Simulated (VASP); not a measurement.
A run of VASP 6.6.1 is set up as follows.

The input INCAR:

```
SYSTEM = NaCl
ALGO     = Normal         ! electronic algorithm
EDIFF    = 1E-7           ! SCF threshold, eV
ENCUT    = 520            ! plane-wave cutoff, eV
GGA      = PE             ! functional
ISIF     = 2              ! what is computed and relaxed
ISMEAR   = -1             ! smearing method
LASPH    = .True.         ! aspherical terms in the spheres
LCHARG   = .False.        ! write CHGCAR
LREAL    = .False.        ! projectors in reciprocal space
LWAVE    = .False.        ! write WAVECAR
NBANDS   = 14             ! bands
NELM     = 100            ! most SCF steps
PREC     = Accurate       ! precision mode
SIGMA    = 0.02           ! smearing width, eV
```

Contents of KPOINTS:

```
k-points
0
Gamma
  8 8 8
  0 0 0
```

The input POSCAR:

```
NaCl
1.0
    0.0000000000      2.8026988303      2.8026988303
    2.8026988303      0.0000000000      2.8026988303
    2.8026988303      2.8026988303      0.0000000000
Na Cl
1 1
Direct
    0.0000000000      0.0000000000      0.0000000000
    0.5000000000      0.5000000000      0.5000000000
```

Potentials or basis: VASP PAW PBE potentials, release 64 (Na_pv, Cl).

Run with:

```console
$ cat potpaw_PBE.64/Na_pv/POTCAR potpaw_PBE.64/Cl/POTCAR > POTCAR
$ mpirun -np 1 vasp_std > vasp.out
```

Problem. Predict the pressure.

Solution. 1.2 GPa.

Problem. Predict the band gap on the k mesh.

Solution. 5.18 eV, direct.

PBE gaps usually lie below the measured ones, often by a third to a half.
